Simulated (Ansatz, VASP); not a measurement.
**TiGe2W4 in VASP and in Ansatz**

```
Ti Ge W
1.0
     3.73532    0.00000    0.00000
     0.00000    3.73532    0.00000
     0.00000    0.00000    8.62280
Ti Ge W
1 2 4
Direct
  0.50000 0.50000 0.00000
  0.50000 0.00000 0.76055
  0.00000 0.50000 0.23945
  0.50000 0.00000 0.24614
  0.00000 0.50000 0.75386
  0.50000 0.50000 0.50000
  0.00000 0.00000 0.50000
```

Change from the starting cell: species swapped into the Pr2ZnAs4 type (P-4m2, No. 115).

Alike in both runs: functional PBE; k mesh 8 × 8 × 4; occupations gaussian, width 0.1 eV; no spin polarisation.

Ansatz relaxed the structure, and its values are those at the end. VASP's run is a single point on that final structure, the one shown.

```csv
,VASP,Ansatz
version,VASP 6.6.1,Ansatz 0.2.0
potentials or method,"VASP PAW PBE potentials, release 64 (Ti_sv, Ge_d, W_sv), cutoff 520 eV","scalar-relativistic, plane waves, PAW"
valence electrons in the cell,96,96
```

VASP gave:

- gap on the k mesh at the Fermi level (eV): none
- pressure (GPa): 0.3
- rms of the force components (eV/Å): 0.008

**Question.** Estimate Ansatz's values.

**Answer.** gap on the k mesh at the Fermi level (eV): none; pressure (GPa): 0.0; rms of the force components (eV/Å): 0.001.

A gap of «none» marks a metal or a gap that the smearing closes.

Neither program's run includes spin-orbit coupling.
